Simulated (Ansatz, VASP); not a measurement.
**One calculation of VN2, two programs**

The input INCAR:

```
SYSTEM = VN2
PREC = Accurate
ENCUT = 520
EDIFF = 1E-6
ISMEAR = -1
SIGMA = 0.02
LREAL = .FALSE.
LASPH = .TRUE.
NELM = 150
ALGO = Normal
ISIF = 2
LWAVE = .FALSE.
LCHARG = .FALSE.
ISPIN = 2
MAGMOM = 2 2 0 0 0 0
LORBIT = 11
LMAXMIX = 4
LDAU = .TRUE.
LDAUTYPE = 2
LDAUL = 2 -1
LDAUU = 3.25 0
LDAUJ = 0 0
LDAUPRINT = 1
GGA = PS
NBANDS = 36
```

Contents of KPOINTS:

```
Automatic mesh
0
G
  6 6 6
  0 0 0
```

Contents of POSCAR:

```
VN2
1.0
   -2.1507500000      2.1507500000      2.4913500000
    2.1507500000     -2.1507500000      2.4913500000
    2.1507500000      2.1507500000     -2.4913500000
V N
2 4
Direct
    0.2500000000      0.2500000000      0.0000000000
    0.7500000000      0.7500000000      0.0000000000
    0.1151000000      0.6151000000      0.7302000000
    0.6151000000      0.8849000000      0.5000000000
    0.8849000000      0.3849000000      0.2698000000
    0.3849000000      0.1151000000      0.5000000000
```

Input for Ansatz:

```yaml
crystal:
  lattice:
    - [-2.15075, 2.15075, 2.49135]
    - [2.15075, -2.15075, 2.49135]
    - [2.15075, 2.15075, -2.49135]
  atoms:
    - { symbol: V, position: [0.25, 0.25, 0.0], spin: 2.0 }
    - { symbol: V, position: [0.75, 0.75, 0.0], spin: 2.0 }
    - { symbol: "N", position: [0.1151, 0.6151, 0.7302] }
    - { symbol: "N", position: [0.6151, 0.8849, 0.5] }
    - { symbol: "N", position: [0.8849, 0.3849, 0.2698] }
    - { symbol: "N", position: [0.3849, 0.1151, 0.5] }
magnetization:
  spin_polarized: true
hamiltonian:
  xc: pbesol
  pseudopotentials: { kind: paw }
  hubbard: { sites: [{ species: V, l: d, u_eff: 3.25 }] }
basis:
  ecutwfc: 420
kpoints:
  mp_grid: { grid: [6, 6, 6] }
scf:
  occupations: { method: fermi_dirac, width: 0.02 }
  lower_state_search: "off"
output:
  forces: true
  stress: true
  write_density: true
  write_potential: true
  elf: true
  volumetric_format: npy
```

Alike in both runs: task single point; functional PBEsol; k mesh 6 × 6 × 6; occupations fermi-dirac, width 0.02 eV; collinear spin; Hubbard terms V d U = 3.25 eV.

```csv
,VASP,Ansatz
version,VASP 6.6.1,Ansatz 0.2.0
potentials or method,"VASP PAW PBE potentials, release 64 (V_sv, N), cutoff 520 eV","PAW, plane waves, scalar-relativistic"
valence electrons in the cell,46,46
```

```tsv
	VASP	Ansatz	Ansatz less VASP
pressure (GPa)	-4.0	-8.9	-4.97
traceless stress, the component that is largest in VASP (GPa)	-4.66	-5.04	-0.382
rms of the force components (eV/Å)	0.229	0.223	-0.0052
net moment per atom (μB)	0.02	0.01	-0.006
size of the moment on the site where the two differ most (μB)	0.06	0.04	-0.023
```

VASP's potentials were made for PBE, not for PBEsol. Site moments also hang on the region over which each program counts them. The programs project onto different local orbitals, so the same U acts differently, and such runs can settle in different states. Atom by atom the forces differ by 0.005 eV/Å (rms over components). Ansatz's warnings: filled band counts differ across k points, seeded moment not kept.
